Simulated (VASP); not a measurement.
A run of VASP 6.6.1:

File INCAR:

```
SYSTEM = Cd
ALGO = Normal
EDIFF = 1E-6
ENCUT = 520
GGA = PE
ISIF = 2
ISMEAR = -1
LASPH = .TRUE.
LCHARG = .FALSE.
LREAL = .FALSE.
LWAVE = .FALSE.
NBANDS = 12
NELM = 60
PREC = Accurate
SIGMA = 0.08
```

The input KPOINTS:

```
k-points
0
G
  15 15 15
  0 0 0
```

The input POSCAR:

```
Cd
1.0
   -1.8025628197      1.8025628197      1.8025628197
    1.8025628197     -1.8025628197      1.8025628197
    1.8025628197      1.8025628197     -1.8025628197
Cd
1
Direct
    0.0000000000      0.0000000000      0.0000000000
```

Potentials or basis: VASP PAW PBE potentials, release 64 (Cd).

Launch:

```console
$ cat potpaw_PBE.64/Cd/POTCAR > POTCAR
$ mpirun -np 1 vasp_std > vasp.out
```

Hardware: 1 thread of Intel(R) Xeon(R) 6975P-C (Granite Rapids), on a shared host.

Problem. How long does it take, and how much memory?

Solution. It took 9.6 s on 1 thread of Intel(R) Xeon(R) 6975P-C (Granite Rapids), on a shared host, peak memory 0.15 GiB. Counts: scf iterations 11, k points 120.
